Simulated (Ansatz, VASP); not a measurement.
One calculation of Ir, two programs

Contents of INCAR:

```
SYSTEM = Ir
ALGO = Normal
EDIFF = 1E-6
ENCUT = 520
GGA = CA
ISIF = 2
ISMEAR = -1
LASPH = .True.
LCHARG = .False.
LREAL = .False.
LWAVE = .False.
NBANDS = 10
NELM = 80
PREC = Accurate
SIGMA = 0.15
```

Contents of KPOINTS:

```
k-points
0
Gamma
  20 20 20
  0 0 0
```

Contents of POSCAR:

```
Ir
1.0
    0.0000000000      1.9190496690      1.9190496690
    1.9190496690      0.0000000000      1.9190496690
    1.9190496690      1.9190496690      0.0000000000
Ir
1
Direct
    0.0000000000      0.0000000000      0.0000000000
```

Input for Ansatz:

```yaml
crystal:
  lattice:
    - [0.0, 1.919049669, 1.919049669]
    - [1.919049669, 0.0, 1.919049669]
    - [1.919049669, 1.919049669, 0.0]
  atoms:
    - { symbol: Ir, position: [0.0, 0.0, 0.0] }
basis:
  ecutwfc: 420
kpoints:
  mp_grid: { grid: [20, 20, 20] }
hamiltonian:
  xc: lda
scf:
  occupations: { method: fermi_dirac, width: 0.15 }
output:
  forces: true
  stress: true
  eigenvalues: true
  write_density: true
  write_potential: true
  elf: true
  volumetric_format: npy
```

Alike in both runs: task single point; functional LDA; k mesh 20 × 20 × 20; occupations fermi-dirac, width 0.15 eV; no spin polarisation.

```csv
,VASP,Ansatz
version,VASP 6.6.1,Ansatz 0.2.0
potentials or method,"VASP PAW LDA potentials, release 64 (Ir), cutoff 520 eV","scalar-relativistic, plane waves, PAW"
valence electrons in the cell,9,17
```

```tsv
	VASP	Ansatz	Ansatz less VASP
gap on the k mesh at the Fermi level (eV)	none	none	-
pressure (GPa)	-5.2	-7.6	-2.37
```

LDA's correlation is that of Perdew and Zunger in VASP and of Perdew and Wang (1992) in Ansatz. A gap of «none» marks a metal or a gap that the smearing closes. VASP's potentials hold 9 valence electrons a cell and Ansatz's 17, so a difference there can come from the potentials and not from the codes.

Spin-orbit coupling is off throughout.
